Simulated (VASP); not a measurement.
Crystal: InSe.

```
In Se
1.0
     2.04437    1.18031    9.21754
    -2.04437    1.18031    9.21754
     0.00000   -2.36063    9.21754
In Se
2 2
Direct
  0.00500 0.00500 0.00500
  0.10718 0.10718 0.10718
  0.62567 0.62567 0.62567
  0.81985 0.81985 0.81985
```

Base run:

| Item | Value |
| --- | --- |
| Program | VASP 6.6.1 |
| Functional | PBE |
| Potentials or basis | VASP PAW PBE potentials, release 64 (In_d, Se) |
| Cutoff | 520 eV |
| k mesh | 10 × 10 × 10 |
| Occupations | gaussian, width 0.05 eV |
| Spin | no spin polarisation |

Its results: band gap on the k mesh 0.70 eV; pressure 0.0 GPa; largest force 0.014 eV/Å.

**Question.** The run is repeated on the same cell with these changes: dispersion from none to D4. What comes out?

**Answer.** Band gap on the k mesh 0.70 eV; pressure -1.4 GPa; largest force 0.050 eV/Å.

Dispersion adds attraction, which lowers the pressure at fixed volume and, as a term added to the energy, leaves the levels alone.

Caveats: spin-orbit coupling is left out, which moves the levels of the heavy elements.

A k mesh can miss the band edges.
